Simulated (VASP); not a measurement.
MgC2, 3 atoms in the cell. It takes space group P-3m1 (No. 164, trigonal). Conventional cell: a = 2.598 Å, b = 2.598 Å, c = 4.053 Å, α = 90.00°, β = 90.00°, γ = 120.00°. Within 3.1 Å of Mg (site symmetry -3m) lie 12 C at 2.34 to 2.71 Å and 6 Mg at 2.60 Å. Within 2.1 Å of C (site symmetry 3m) lie 3 C at 1.57 Å. 

- Program: VASP 6.6.1
- Task: single point
- Functional: PBEsol
- Potentials or basis: VASP PAW PBE potentials, release 64 (Mg, C)
- Cutoff: 520 eV
- k mesh: 5 × 5 × 3
- Occupations: methfessel-paxton, width 0.01 eV
- Spin: no spin polarisation
- Dipole correction: no
- Further INCAR settings: ALGO = Normal; EDIFF = 1e-06; NBANDS = 12

Potentials or basis: VASP PAW PBE potentials, release 64 (Mg, C).

Launch:

```bash
$ cat potpaw_PBE.64/Mg/POTCAR potpaw_PBE.64/C/POTCAR > POTCAR
$ mpirun -np 1 vasp_std > vasp.out
```

Hardware: 1 thread of Intel Xeon 8259CL, on a shared host.

**Question.** How long does it take, and how much memory?

**Answer.** Run time: 8.6 s on 1 thread of Intel Xeon 8259CL (shared host), peak memory 0.13 GiB. Counts: scf iterations 11, k points 12.
